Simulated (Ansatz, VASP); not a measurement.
**In in VASP and in Ansatz**

```
CELL_PARAMETERS angstrom
3.40811 0.00000 0.00000
-1.70406 2.95151 0.00000
0.00000 0.00000 10.94183
ATOMIC_POSITIONS crystal
In 0.66667 0.33333 0.75000
In 0.00000 0.00000 0.50000
In 0.33333 0.66667 0.25000
In 0.00000 0.00000 0.00000
```

Change from the starting cell: volume scaled by 1.04.

Alike in both runs: task single point; functional PBEsol; k mesh 9 × 9 × 3; occupations fermi-dirac, width 0.05 eV; no spin polarisation.

```csv
,VASP,Ansatz
version,VASP 6.6.1,Ansatz 0.2.0
potentials or method,"VASP PAW PBE potentials, release 64 (In_d), cutoff 520 eV","all-electron LAPW, scalar-relativistic"
```

```tsv
	VASP	Ansatz	Ansatz less VASP
gap on the k mesh at the Fermi level (eV)	none	none	-
pressure (GPa)	-2.7	-2.6	+0.08
traceless stress, the component that is largest in VASP (GPa)	0.36	0.36	-0.007
```

VASP's potentials were made for PBE, not for PBEsol. A gap of «none» marks a metal or a gap that the smearing closes. Ansatz ran all-electron here, and VASP with PAW potentials.
